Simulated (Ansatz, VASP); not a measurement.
Au: VASP beside Ansatz

```
CELL_PARAMETERS angstrom
0.00000 2.03500 2.03500
2.03500 0.00000 2.03500
2.03500 2.03500 0.00000
ATOMIC_POSITIONS crystal
Au 0.00000 0.00000 0.00000
```

Alike in both runs: task single point; functional PBE; k mesh 11 × 11 × 11; occupations gaussian, width 0.021 eV; no spin polarisation.

|  | VASP | Ansatz |
| --- | --- | --- |
| version | VASP 6.6.1 | Ansatz 0.2.0 |
| potentials or method | VASP PAW PBE potentials, release 64 (Au), cutoff 500 eV | all-electron LAPW, scalar-relativistic |

Ansatz gave:

```
gap on the k mesh at the Fermi level (eV) : none
pressure (GPa)                            : 10.8
```

Problem. Estimate VASP's values.

Solution. gap on the k mesh at the Fermi level (eV): none; pressure (GPa): 10.5.

A gap of «none» marks a metal or a gap that the smearing closes. Ansatz ran all-electron here, and VASP with PAW potentials.

Neither program's run includes spin-orbit coupling.
